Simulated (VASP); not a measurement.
Runs of VASP 6.6.1 on BaZrO3. The structure is that of space group Pm-3m (No. 221), or close to it. The cells are those of the table. 

```tsv
potentials or basis	cell	cutoff (eV)	smearing	second run	gap on the mesh (eV)	pressure (GPa)
VASP PAW PBE potentials, release 64 (Ba_sv, Zr_sv, O_h)	a = 4.141 Å, 5 atoms	910	gaussian 0.02 eV	hard_potentials	3.27	11.6
VASP PAW PBE potentials, release 64 (Ba_sv, Zr_sv, O)	a = 4.096 Å, 5 atoms	520	gaussian 0.02 eV	-	3.33	18.8
VASP PAW PBE potentials, release 64 (Ba_sv, Zr_sv, O)	a = 4.051 Å, 5 atoms	520	gaussian 0.02 eV	-	3.39	27.0
VASP PAW PBE potentials, release 64 (Ba_sv, Zr_sv, O_h)	a = 4.184 Å, 5 atoms	910	gaussian 0.02 eV	hard_potentials	3.21	5.7
VASP PAW PBE potentials, release 64 (Ba_sv, Zr_sv, O)	a = 4.227 Å, 5 atoms	600	gaussian 0.01 eV	-	3.13	0.8
VASP PAW PBE potentials, release 64 (Ba_sv, Zr_sv, O)	a = 4.191 Å, 5 atoms	520	gaussian 0.02 eV	-	3.19	(c)
VASP PAW PBE potentials, release 64 (Ba_sv, Zr_sv, O)	a = 4.269 Å, 5 atoms	520	gaussian 0.02 eV	-	3.06	(a)
VASP PAW PBE potentials, release 64 (Ba_sv, Zr_sv, O)	a = 4.227 Å, 5 atoms	520	gaussian 0.02 eV	-	3.13	0.9
VASP PAW PBE potentials, release 64 (Ba_sv, Zr_sv, O)	a = 4.184 Å, 5 atoms	520	gaussian 0.02 eV	-	3.20	6.0
VASP PAW PBE potentials, release 64 (Ba_sv, Zr_sv, O_h)	a = 4.191 Å, 5 atoms	910	gaussian 0.02 eV	hard_potentials	3.19	4.8
VASP PAW PBE potentials, release 64 (Ba_sv, Zr_sv, O)	a = 4.310 Å, 5 atoms	520	gaussian 0.02 eV	-	(b)	-6.9
VASP PAW PBE potentials, release 64 (Ba_sv, Zr_sv, O)	a = 4.364 Å, 5 atoms	520	gaussian 0.02 eV	-	2.90	-10.9
```

Alike in all rows: task single point; level PBE; no spin polarisation; k mesh 6 × 6 × 6.

Question: Estimate the missing entries.

Answer: (a) -3.3; (b) 3.00; (c) 5.1.

Caveats: spin-orbit coupling is left out, which moves the levels of the heavy elements; the cutoff is under 1.25 times the usual one of these potentials, so pressure, stress and relaxed cells hold a basis-set (Pulay) error (some runs).

A k mesh can miss the band edges, and the runs leave out spin-orbit coupling on Ba, Zr.
